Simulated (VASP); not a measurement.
# SrO (Fm-3m) in VASP: a series of runs

SrO is run at these levels: r2SCAN+rVV10; tasks: single point.

Program: VASP 6.6.1. These are calculated values, not measurements. Logs are shortened: lines on timing, memory, paths and dates and some standing lists are left out, and cuts for length are marked.

### 1 The cell of the first run

Symmetry: Fm-3m, No. 225, cubic system. Conventional cell: a = 5.133 Å, b = 5.133 Å, c = 5.133 Å, α = 90.00°, β = 90.00°, γ = 90.00°. Within 3.4 Å of Sr (site symmetry m-3m) lie 6 O at 2.57 Å. O (site symmetry m-3m) has 6 Sr at 2.57 Å within 3.4 Å.

### 2 Single point, r2SCAN+rVV10

Contents of POSCAR:

```
SrO
1.0
    0.0000000000      2.5663000000      2.5663000000
    2.5663000000      0.0000000000      2.5663000000
    2.5663000000      2.5663000000      0.0000000000
Sr O
1 1
Direct
    0.5000000000      0.5000000000      0.5000000000
    0.0000000000      0.0000000000      0.0000000000
```

Contents of INCAR.step1:

```
SYSTEM = SrO
PREC = Accurate
ENCUT = 520
ISMEAR = -1
SIGMA = 0.05
LREAL = .FALSE.
LASPH = .TRUE.
NELM = 80
NBANDS = 15
GGA = PE
ALGO = Normal
EDIFF = 1E-4
LWAVE = .TRUE.
LCHARG = .FALSE.
```

Contents of INCAR.step2:

```
SYSTEM = SrO
PREC = Accurate
ENCUT = 520
EDIFF = 1E-6
ISMEAR = -1
SIGMA = 0.05
LREAL = .FALSE.
LASPH = .TRUE.
NELM = 80
ALGO = Normal
ISIF = 2
LWAVE = .FALSE.
LCHARG = .FALSE.
METAGGA = R2SCAN
LMIXTAU = .TRUE.
LUSE_VDW = .TRUE.
IVDW_NL = 2
BPARAM = 11.95
CPARAM = 0.0093
NBANDS = 15
ISTART = 1
```

Contents of KPOINTS:

```
Automatic mesh
0
G
  9 9 9
  0 0 0
```

Potentials or basis: VASP PAW PBE potentials, release 64 (Sr_sv, O).

Run with:

```bash
cat potpaw_PBE.64/Sr_sv/POTCAR potpaw_PBE.64/O/POTCAR > POTCAR
cp INCAR.step1 INCAR
mpirun -np 1 vasp_std > vasp.out
cp INCAR.step2 INCAR
mpirun -np 1 vasp_std > vasp.out
```

OUTCAR:

```text
SYSTEM = SrO
   PREC = Accurate
   ENCUT = 520
   EDIFF = 1E-6
   ISMEAR = -1
   LREAL = .FALSE.
   LASPH = .TRUE.
   NELM = 80
   ISIF = 2
   METAGGA = R2SCAN
   IVDW_NL = 2
   BPARAM = 11.95
   ISTART = 1

 ion  position               nearest neighbor table
   1  0.500  0.500  0.500-   2 2.57   2 2.57   2 2.57   2 2.57   2 2.57   2 2.57
   2  0.000  0.000  0.000-   1 2.57   1 2.57   1 2.57   1 2.57   1 2.57   1 2.57

  LATTYP: Found a face centered cubic cell.
 ALAT       =     5.1326000000

  Lattice vectors:

 A1 = (   0.0000000000,   2.5663000000,   2.5663000000)
 A2 = (   2.5663000000,   0.0000000000,   2.5663000000)
 A3 = (   2.5663000000,   2.5663000000,   0.0000000000)

Analysis of symmetry for initial positions (statically):
=====================================================================
 Subroutine PRICEL returns:
 Original cell was already a primitive cell.

 Routine SETGRP: Setting up the symmetry group for a
 face centered cubic supercell.

 Subroutine GETGRP returns: Found 48 space group operations
[... 9 lines left out ...]

 Routine SETGRP: Setting up the symmetry group for a
 face centered cubic supercell.

 Subroutine GETGRP returns: Found 48 space group operations
[... 11 lines left out ...]
                                     Primitive cell

  volume of cell :      33.8028

  direct lattice vectors                    reciprocal lattice vectors
     0.000000000  2.566300000  2.566300000    -0.194833028  0.194833028  0.194833028
     2.566300000  0.000000000  2.566300000     0.194833028 -0.194833028  0.194833028
     2.566300000  2.566300000  0.000000000     0.194833028  0.194833028 -0.194833028

  length of vectors
     3.629296265  3.629296265  3.629296265     0.337460704  0.337460704  0.337460704

  position of ions in fractional coordinates (direct lattice)
     0.500000000  0.500000000  0.500000000
     0.000000000  0.000000000  0.000000000

  ion indices of the primitive-cell ions
   primitive index   ion index
                 1           1
                 2           2

----------------------------------------------------------------------------------------

 KPOINTS: Automatic mesh

Automatic generation of k-mesh.
 Grid dimensions read from file:
 generate k-points for:    9    9    9

 Generating k-lattice:

  Cartesian coordinates                     Fractional coordinates (reciprocal lattice)
    -0.021648114  0.021648114  0.021648114     0.111111111  0.000000000  0.000000000
     0.021648114 -0.021648114  0.021648114     0.000000000  0.111111111  0.000000000
     0.021648114  0.021648114 -0.021648114     0.000000000  0.000000000  0.111111111

  Length of vectors
     0.037495634  0.037495634  0.037495634

  Shift w.r.t. Gamma in fractional coordinates (k-lattice)
     0.000000000  0.000000000  0.000000000

 Subroutine IBZKPT returns following result:
 ===========================================

 Found     35 irreducible k-points:

 Following reciprocal coordinates:
            Coordinates               Weight
  0.000000  0.000000  0.000000      1.000000
  0.111111  0.000000  0.000000      8.000000
  0.222222  0.000000  0.000000      8.000000
  0.333333  0.000000  0.000000      8.000000
  0.444444  0.000000  0.000000      8.000000
  0.111111  0.111111  0.000000      6.000000
[... 16 lines left out ...]
 -0.333333  0.333333  0.000000     12.000000
  0.444444  0.444444  0.000000      6.000000
 [... further k-points ...]
   k-points           NKPTS =     35   k-points in BZ     NKDIM =     35   number of bands    NBANDS=     15
   number of dos      NEDOS =    301   number of ions     NIONS =      2
   total plane-waves  NPLWV =  21952
   dimension x,y,z NGX =    28 NGY =   28 NGZ =   28
   dimension x,y,z NGXF=    56 NGYF=   56 NGZF=   56
   ions per type =               1   1
   NGX,Y,Z   is equivalent  to a cutoff of  12.83, 12.83, 12.83 a.u.
   NGXF,Y,Z  is equivalent  to a cutoff of  25.65, 25.65, 25.65 a.u.
 SYSTEM =  SrO
   PREC   = accura    normal or accurate (medium, high low for compatibility)
   ISTART =      1    job   : 0-new  1-cont  2-samecut
   ICHARG =      0    charge: 1-file 2-atom 10-const
   ISPIN  =      1    spin polarized calculation?
   LNONCOLLINEAR =      F non collinear calculations
   LSORBIT =      F    spin-orbit coupling
   LASPH  =      T    aspherical Exc in radial PAW
   ENCUT  =  520.0 eV  38.22 Ry    6.18 a.u.   6.75  6.75  6.75*2*pi/ulx,y,z
   NELM   =     80;   NELMIN=  2; NELMDL=  0     # of ELM steps
   EDIFF  = 0.1E-05   stopping-criterion for ELM
   LREAL  =      F    real-space projection
   EDIFFG = 0.1E-04   stopping-criterion for IOM
   NSW    =      0    number of steps for IOM
   IBRION =     -1    ionic relax: 0-MD 1-quasi-New 2-CG
   NFREE  =      0    steps in history (QN), initial steepest desc. (CG)
   ISIF   =      2    stress and relaxation
   ISYM   =      2    0-nonsym 1-usesym 2-fastsym
   POTIM  = 0.5000    time-step for ionic-motion
   TEBEG  =    0.0;   TEEND  =   0.0 temperature during run
   PSTRESS=    0.0 pullay stress
   NELECT =      16.0000    total number of electrons
   NUPDOWN=      -1.0000    fix difference up-down
   EMIN   =  10.00;   EMAX   =-10.00  energy-range for DOS
   EFERMI =   0.00;   METHOD = LEGACY
   ISMEAR =    -1;   SIGMA  =   0.05  broadening in eV -4-tet -1-fermi 0-gaus
   EFERMI_NEDOS =   21; number of points for ismear=-14 and -15
   IALGO  =     38    algorithm
   IMIX   =      4    mixing-type and parameters
     AMIX     =   0.40;   BMIX     =  1.00
     AMIX_MAG =   1.60;   BMIX_MAG =  1.00
  volume/ion in A,a.u.               =      16.90       114.06
  Fermi-wavevector in a.u.,A,eV,Ry     =   1.275843  2.410995 22.147245  1.627777
  Thomas-Fermi vector in A             =   2.408533
   LORBIT       =      0    0 simple, 1 ext, 2 COOP (PROOUT), +10 PAW based schemes
   METAGGA = R2SCAN    functional components
   LHFCALC =     F    Hartree Fock is set to
   AEXX    =    0.0000 exact exchange contribution
   IVDW_NL    =     2    kernel type
   BPARAM     =11.9500
   IVDW    =     0    specifies the selected vdW correction
   LEPSILON=     F    determine dielectric tensor
   LRPA    =     F    only Hartree local field effects (RPA)
 non-spin polarized calculation
  energy-cutoff  :      520.00
  volume of cell :       33.80
 maximum number of plane-waves:       941
   NGX = 13   NGY = 13   NGZ = 13

 number of electron      15.9999996 magnetization

 Free energy of the ion-electron system (eV)
  ---------------------------------------------------
  ext. energy  EPLUGINS =         0.00000000
  ---------------------------------------------------
  free energy    TOTEN  =       -26.65602501 eV

  energy without entropy =      -26.65602501  energy(sigma->0) =      -26.65602501

 E-fermi :   2.3532     XC(G=0): -10.6722

 val. band max:        1.3436715614   @ k =   0.0000   0.0000   0.0000
 cond. band min:       5.0976380660   @ k =   0.4444   0.4444   0.0000
 fundamental gap:      3.7539665046
 Fermi energy:         2.3532290858

 k-point     1 :       0.0000    0.0000    0.0000
  band No.  band energies     occupation
      1     -32.0659      2.00000
      2     -14.6908      2.00000
      3     -13.0854      2.00000
      4     -13.0854      2.00000
      5     -13.0854      2.00000
      6       1.3437      2.00000
      7       1.3437      2.00000
      8       1.3437      2.00000
      9       5.9747      0.00000
     10       8.1160      0.00000
     11       8.1160      0.00000
     12       8.1160      0.00000
     13      10.4716      0.00000
     14      10.4716      0.00000
     15      14.5683      0.00000

 k-point     2 :       0.1111    0.0000    0.0000
  band No.  band energies     occupation
      1     -32.0494      2.00000
      2     -14.9245      2.00000
      3     -13.0948      2.00000
      4     -13.0948      2.00000
      5     -12.8921      2.00000
      6       0.9918      2.00000
      7       1.1859      2.00000
      8       1.1859      2.00000
      9       6.5313      0.00000
     10       7.9723      0.00000
     11       8.3663      0.00000
     12       8.3663      0.00000
     13      10.8054      0.00000
     14      10.8054      0.00000
     15      15.4044      0.00000

 k-point     3 :       0.2222    0.0000    0.0000
  band No.  band energies     occupation
      1     -32.0070      2.00000
      2     -15.3791      2.00000
      3     -13.1182      2.00000
      4     -13.1182      2.00000
      5     -12.5412      2.00000
      6       0.2770      2.00000
      7       0.8205      2.00000
      8       0.8205      2.00000
      9       7.7680      0.00000
     10       7.9219      0.00000
     11       9.0632      0.00000
     12       9.0632      0.00000
     13      11.6709      0.00000
     14      11.6709      0.00000
     15      17.2675      0.00000

 k-point     4 :       0.3333    0.0000    0.0000
  band No.  band energies     occupation
      1     -31.9582      2.00000
      2     -15.7870      2.00000
      3     -13.1445      2.00000
      4     -13.1445      2.00000
      5     -12.2518      2.00000
      6      -0.3772      2.00000
      7       0.4509      2.00000
      8       0.4509      2.00000
      9       8.0645      0.00000
     10       9.2772      0.00000
     11      10.0066      0.00000
     12      10.0066      0.00000
     13      12.7992      0.00000
     14      12.7992      0.00000
     15      18.0395      0.00000
[... 307 lines left out ...]
 k-point    22 :      -0.4444    0.3333    0.0000
  band No.  band energies     occupation
      1     -31.8857      2.00000
      2     -15.3019      2.00000
      3     -13.8187      2.00000
      4     -13.3631      2.00000
      5     -12.8841      2.00000
      6       0.4920      2.00000
      7       0.8059      2.00000
      8       0.8407      2.00000
      9       6.3545      0.00000
     10       9.9846      0.00000
     11      10.8665      0.00000
     12      12.2076      0.00000
     13      13.0916      0.00000
     14      15.3756      0.00000
     15      15.5947      0.00000

 k-point    23 :      -0.3333    0.3333    0.0000
  band No.  band energies     occupation
      1     -31.8894      2.00000
      2     -15.5244      2.00000
      3     -13.7780      2.00000
      4     -13.2880      2.00000
      5     -12.5958      2.00000
      6       0.0381      2.00000
      7       0.5377      2.00000
      8       0.8694      2.00000
      9       7.5348      0.00000
     10       9.1024      0.00000
     11      11.0613      0.00000
     12      11.5496      0.00000
     13      13.5064      0.00000
     14      15.2110      0.00000
     15      17.2513      0.00000

 k-point    24 :       0.4444    0.4444    0.0000
  band No.  band energies     occupation
      1     -31.8861      2.00000
      2     -14.8449      2.00000
      3     -13.8372      2.00000
      4     -13.4445      2.00000
      5     -13.4445      2.00000
      6       0.8127      2.00000
      7       1.2540      2.00000
      8       1.2540      2.00000
      9       5.0976      0.00000
     10       9.7715      0.00000
     11      12.2469      0.00000
     12      12.4504      0.00000
     13      12.9437      0.00000
     14      12.9437      0.00000
     15      16.5910      0.00000

 [... further k-points ...]
[... 5 lines left out ...]
  --------------------------------------------------------------------------------------
  -------------------------------------------------------------------------------------
  Total        0.2397365      0.2397365      0.2397365      0.0000000      0.0000000     -0.0000000
  in kB       11.3629870     11.3629870     11.3629870      0.0000000      0.0000000     -0.0000000
  external PRESSURE =      11.3629870 kB  Pullay stress =       0.0000000 kB

 VOLUME and BASIS-vectors are now :
 -----------------------------------------------------------------------------
  energy-cutoff  :      520.00
  volume of cell :       33.80
      direct lattice vectors                 reciprocal lattice vectors
     0.000000000  2.566300000  2.566300000    -0.194833028  0.194833028  0.194833028
     2.566300000  0.000000000  2.566300000     0.194833028 -0.194833028  0.194833028
     2.566300000  2.566300000  0.000000000     0.194833028  0.194833028 -0.194833028

 POSITION                                       TOTAL-FORCE (eV/Angst)
 -----------------------------------------------------------------------------------
      2.56630      2.56630      2.56630        -0.000000      0.000000      0.000000
      0.00000      0.00000      0.00000         0.000000     -0.000000     -0.000000
 -----------------------------------------------------------------------------------
    total drift:                                0.000000      0.000000      0.000000

  FREE ENERGIE OF THE ION-ELECTRON SYSTEM (eV)
  ---------------------------------------------------
  free  energy   TOTEN  =       -26.6560250067 eV

  energy  without entropy=      -26.6560250066  energy(sigma->0) =      -26.65602501
```

Wall time 2.3 min (1 thread of Intel Xeon Platinum 8375C at 2.90GHz (Ice Lake), shared host); peak memory 0.27 GiB.

What came out:

| Quantity | Value |
| --- | --- |
| Free energy | -26.6560 eV |
| Pressure | 1.1 GPa |
| Band gap on the k mesh | 3.75 eV, indirect (least direct gap 3.84 eV) |

Levels at points of the mesh, in eV from the valence-band top:
```
           k point  band 5  band 6  band 7  band 8  band 9  band 10  band 11  band 12
(0.00, 0.00, 0.00)  -14.43    0.00    0.00    0.00    4.63     6.77     6.77     6.77
```

Caveat: the PAW data sets were made with another functional, which shifts forces and pressure a little.

### 3 Single point, r2SCAN+rVV10

This run uses another cell than the first one, of 17.24 Å³/atom, 1.020 times its volume.

Contents of POSCAR:

```
SrO
1.0
    0.0000000000      2.5832958595      2.5832958595
    2.5832958595      0.0000000000      2.5832958595
    2.5832958595      2.5832958595      0.0000000000
Sr O
1 1
Direct
    0.5000000000      0.5000000000      0.5000000000
    0.0000000000      0.0000000000      0.0000000000
```

Contents of INCAR.step1:

```
PREC     = Accurate       # precision mode
ENCUT    = 520            # plane-wave cutoff, eV
ISMEAR   = -1             # smearing method
SIGMA    = 0.05           # smearing width, eV
LREAL    = False          # projectors in reciprocal space
LASPH    = True           # aspherical terms in the spheres
NELM     = 80             # most SCF steps
NBANDS   = 15             # bands
GGA      = PE             # functional
ALGO     = Normal         # electronic algorithm
EDIFF    = 1E-4           # SCF threshold, eV
LWAVE    = True           # write WAVECAR
LCHARG   = False          # write CHGCAR
```

Contents of INCAR.step2:

```
PREC     = Accurate       # precision mode
ENCUT    = 520            # plane-wave cutoff, eV
EDIFF    = 1E-7           # SCF threshold, eV
ISMEAR   = -1             # smearing method
SIGMA    = 0.05           # smearing width, eV
LREAL    = False          # projectors in reciprocal space
LASPH    = True           # aspherical terms in the spheres
NELM     = 80             # most SCF steps
ALGO     = Normal         # electronic algorithm
ISIF     = 2              # what is computed and relaxed
LWAVE    = False          # write WAVECAR
LCHARG   = False          # write CHGCAR
METAGGA  = R2SCAN         # meta-GGA
LMIXTAU  = True         
LUSE_VDW = True         
IVDW_NL  = 2            
BPARAM   = 11.95        
CPARAM   = 0.0093       
NBANDS   = 15             # bands
ISTART   = 1
```

Contents of KPOINTS:

```
regular mesh
0
Gamma
  9 9 9
```

Potentials or basis: VASP PAW PBE potentials, release 64 (Sr_sv, O).

Run with:

```bash
cat potpaw_PBE.64/Sr_sv/POTCAR potpaw_PBE.64/O/POTCAR > POTCAR
cp INCAR.step1 INCAR
mpirun -np 1 vasp_std > vasp.out
cp INCAR.step2 INCAR
mpirun -np 1 vasp_std > vasp.out
```

It took 2.6 min on 1 thread of Intel Xeon Platinum 8375C at 2.90GHz (Ice Lake), shared host; peak memory 0.27 GiB.

Results (log left out):

| Item | Value |
| --- | --- |
| Free energy | -26.6572 eV |
| Pressure | -0.8 GPa |
| Band gap on the k mesh | 3.76 eV, indirect (least direct gap 3.87 eV) |

Levels at points of the mesh, in eV from the valence-band top:
```csv
k point,band 4,band 5,band 6,band 7,band 8,band 9,band 10,band 11,band 12,band 13
"(0.00, 0.00, 0.00)",-14.52,-14.52,0.00,0.00,0.00,4.48,6.73,6.73,6.73,9.04
```

Caveat: the PAW data sets were made with another functional, which shifts forces and pressure a little. A k mesh can miss the band edges.
